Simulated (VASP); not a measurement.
CsNiN, 3 atoms in the cell. The structure is hexagonal, space group P-6m2 (No. 187). The conventional cell has a = 5.646 Å, b = 5.646 Å, c = 3.514 Å, α = 90.00°, β = 90.00°, γ = 120.00°. Cs (site symmetry -6m2) has 3 N at 3.26 Å and 2 Cs at 3.51 Å and 6 Ni at 3.70 Å within 4.3 Å. Ni (site symmetry -6m2) has 2 N at 1.76 Å within 2.3 Å. N (site symmetry -6m2) has 2 Ni at 1.76 Å within 2.3 Å. 

| Item | Value |
| --- | --- |
| Program | VASP 6.6.1 |
| Task | single point |
| Functional | PBE |
| Potentials or basis | VASP PAW PBE potentials, release 64 (Cs_sv, Ni, N) |
| Cutoff | 520 eV |
| k mesh | 6 × 6 × 8 |
| Occupations | fermi-dirac, width 0.05 eV |
| Spin | collinear spin, ferromagnetic start |
| Starting moments | [0.0, 1.0, 0.0] μB |
| Dipole correction | no |
| Further INCAR settings | ALGO = Normal; EDIFF = 1e-06; NBANDS = 23 |

Potentials or basis: VASP PAW PBE potentials, release 64 (Cs_sv, Ni, N).

The run is started by

```bash
$ cat potpaw_PBE.64/Cs_sv/POTCAR potpaw_PBE.64/Ni/POTCAR potpaw_PBE.64/N/POTCAR > POTCAR
$ mpirun -np 1 vasp_std > vasp.out
```

Hardware: 1 thread of Intel(R) Xeon(R) Platinum 8375C CPU @ 2.90GHz (Ice Lake), on a shared host.

How long does it take, and how much memory?

It took 2.1 min on 1 thread of Intel(R) Xeon(R) Platinum 8375C CPU @ 2.90GHz (Ice Lake) (shared host), peak memory 0.33 GiB. Counts: scf iterations 17, k points 35.
